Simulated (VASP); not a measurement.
Wanted: the native input for a VASP 6.6.1 run.

* Task: single point
* Functional: LDA
* Potentials or basis: VASP PAW LDA potentials, release 64 (V_sv)
* Cutoff: 520 eV
* k mesh: 12 × 12 × 12
* Occupations: fermi-dirac, width 0.05 eV
* Spin: collinear spin, ferromagnetic start
* Starting moments: [2.0] μB
* Dipole correction: no
* Further INCAR settings: ALGO = Fast; EDIFF = 1e-06; NBANDS = 16

The structure of V lies in POSCAR:

```
V
1.0
   -1.5440506776      1.5440506776      1.5440506776
    1.5440506776     -1.5440506776      1.5440506776
    1.5440506776      1.5440506776     -1.5440506776
V
1
Direct
    0.0000000000      0.0000000000      0.0000000000
```

This cell differs from its parent crystal: volume scaled by 1.06.

One way to write it, as run:

INCAR

```
PREC = Accurate
ENCUT = 520
EDIFF = 1E-6
ISMEAR = -1
SIGMA = 0.05
LREAL = F
LASPH = T
NELM = 150
ALGO = Fast
ISIF = 2
LWAVE = F
LCHARG = F
ISPIN = 2
MAGMOM = 2
LORBIT = 11
LMAXMIX = 4
NBANDS = 16
```

KPOINTS

```
regular mesh
0
Gamma
  12 12 12
```

Potentials or basis: VASP PAW LDA potentials, release 64 (V_sv).

Run with:

```sh
$ cat potpaw_LDA.64/V_sv/POTCAR > POTCAR
$ mpirun -np 1 vasp_std > vasp.out
```

Results of the run:

```json
{"Pressure": "-24.5 GPa", "Net moment": "0.00 μB per cell", "Valence electrons inside the program's atomic spheres": "V 11.54"}
```

It took 18 s on 1 thread of Intel(R) Xeon(R) Platinum 8488C (Sapphire Rapids), on a shared host, peak memory 0.14 GiB.
